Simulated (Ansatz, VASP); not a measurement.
# Cu: VASP beside Ansatz

```
Cu
1.0
     2.56645    0.00000    0.00000
     0.00000    3.62951    0.00000
     0.00000    0.00000   18.56650
Cu
3
Direct
  0.00000 0.00000 0.43442
  0.50000 0.50000 0.50000
  0.00000 0.00000 0.56558
```

Alike in both runs: functional PBE; k mesh 16 × 11 × 1; occupations fermi-dirac, width 0.05 eV; no spin polarisation.

Ansatz relaxed the structure, and its values are those at the end. VASP's run is a single point on that final structure, the one shown.

|  | VASP | Ansatz |
| --- | --- | --- |
| version | VASP 6.6.1 | Ansatz 0.2.0 |
| potentials or method | VASP PAW PBE potentials, release 64 (Cu) | PAW with Ansatz's default frozen-core files, scalar-relativistic |
| plane-wave cutoff (eV) | 520 | 420 |
| valence electrons in the cell | 33 | 57 |

```csv
,VASP,Ansatz,Ansatz less VASP
rms of the force components (eV/Å),0.012,0.002,-0.0093
```

The functional is the same, so the differences come from potentials, cutoffs and numerics. VASP's potentials hold 33 valence electrons a cell and Ansatz's 57, so a difference there can come from the potentials and not from the codes. Ansatz's warnings: stress scf threshold loose.
